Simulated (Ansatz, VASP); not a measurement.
**Al: VASP beside Ansatz**

```
CELL_PARAMETERS angstrom
2.92167 0.00000 0.01350
0.00000 3.96739 0.00000
-0.01310 0.00000 2.85245
ATOMIC_POSITIONS crystal
Al 0.25002 0.75000 0.75001
Al 0.74998 0.25000 0.24999
```

Alike in both runs: functional PBE; k mesh 14 × 10 × 10; occupations gaussian, width 0.1 eV; no spin polarisation.

Ansatz relaxed the structure, and its values are those at the end. VASP's run is a single point on that final structure, the one shown.

```csv
,VASP,Ansatz
version,VASP 6.6.1,Ansatz 0.2.0
potentials or method,"VASP PAW PBE potentials, release 64 (Al), cutoff 520 eV","scalar-relativistic, plane waves, PAW"
valence electrons in the cell,6,6
```

```tsv
	VASP	Ansatz	Ansatz less VASP
gap on the k mesh at the Fermi level (eV)	none	none	-
pressure (GPa)	-0.1	0.0	+0.04
```

A gap of «none» marks a metal or a gap that the smearing closes.
